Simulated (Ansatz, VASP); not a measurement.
## HfGe3W2 in VASP and in Ansatz

```
Hf Ge W
1.0
     3.69237    0.00000    0.00000
     0.00000    3.69237    0.00000
     0.00000    0.00000    9.95035
Hf Ge W
1 3 2
Direct
  0.00000 0.00000 0.50000
  0.50000 0.50000 0.74378
  0.50000 0.50000 0.25622
  0.50000 0.50000 0.00000
  0.00000 0.00000 0.00000
  0.50000 0.50000 0.50000
```

Alike in both runs: task relaxation of cell and atoms; functional PBE; k mesh 6 × 6 × 2; occupations gaussian, width 0.1 eV; no spin polarisation.

|  | VASP | Ansatz |
| --- | --- | --- |
| version | VASP 6.6.1 | Ansatz 0.2.0 |
| potentials or method | VASP PAW PBE potentials, release 64 (Hf_pv, Ge_d, W_sv), cutoff 600 eV | scalar-relativistic, plane waves, PAW |
| valence electrons in the cell | 80 | 96 |

Ansatz gave:

```
gap on the k mesh at the Fermi level, each at its own relaxed structure (eV) : none
relaxed volume (Å³/atom)                                                     : 22.51
relaxed length of the cell vector where the two differ most in proportion (Å)              : 9.951
```

Q: Estimate VASP's values.

A: gap on the k mesh at the Fermi level, each at its own relaxed structure (eV): none; relaxed volume (Å³/atom): 22.52; relaxed length of the cell vector where the two differ most in proportion (Å): 9.954.

A gap of «none» marks a metal or a gap that the smearing closes. VASP's potentials hold 80 valence electrons a cell and Ansatz's 96, so a difference there can come from the potentials and not from the codes.

Neither program's run includes spin-orbit coupling.
